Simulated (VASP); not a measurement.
**NaGeCl3: single point with r2SCAN**

The system is NaGeCl3.

```
CELL_PARAMETERS angstrom
5.39851 0.00000 0.00000
0.00000 5.39851 0.00000
0.00000 0.00000 5.39851
ATOMIC_POSITIONS crystal
Na 0.00000 0.00000 0.00000
Ge 0.50000 0.50000 0.50000
Cl 0.50000 0.50000 0.00000
Cl 0.50000 0.00000 0.50000
Cl 0.00000 0.50000 0.50000
```

This cell differs from its parent crystal: strain +4.0%.

| Property | Result |
| --- | --- |
| Program | VASP 6.6.1 |
| Task | single point |
| Functional | r2SCAN |
| Potentials or basis | VASP PAW PBE potentials, release 64 (Na_pv, Ge_d, Cl) |
| Cutoff | 520 eV |
| k mesh | 6 × 6 × 6 |
| Occupations | gaussian, width 0.01 eV |
| Spin | no spin polarisation |
| Dipole correction | no |
| Further INCAR settings | ALGO = Normal; EDIFF = 1e-07; NBANDS = 29 |

```json
{
 "Pressure": "-2.9 GPa",
 "Band gap on the k mesh": "1.41 eV, direct"
}
```

Levels at points of the mesh, in eV from the valence-band top:
```tsv
k point	band 18	band 19	band 20	band 21	band 22	band 23	band 24	band 25
(0.00, 0.00, 0.00)	-2.80	-2.75	-2.75	-2.75	2.46	5.69	5.69	5.69
(0.50, 0.00, 0.00)	-2.91	-2.76	-2.76	-1.95	2.26	3.93	4.78	5.28
(0.50, 0.50, 0.00)	-3.04	-3.04	-2.30	-0.94	1.86	1.86	4.36	4.90
(0.50, 0.50, 0.50)	-2.30	-2.30	-2.30	0.00	1.41	1.41	1.41	3.51
```

It took 2.4 min on 1 thread of Intel(R) Xeon(R) 6975P-C (Granite Rapids), with other jobs on the host, peak memory 0.3 GiB.

Caveat: the cell differs from its parent crystal (strain +4.0%); the PAW data sets were made with another functional, which shifts forces and pressure a little. A k mesh can miss the band edges.
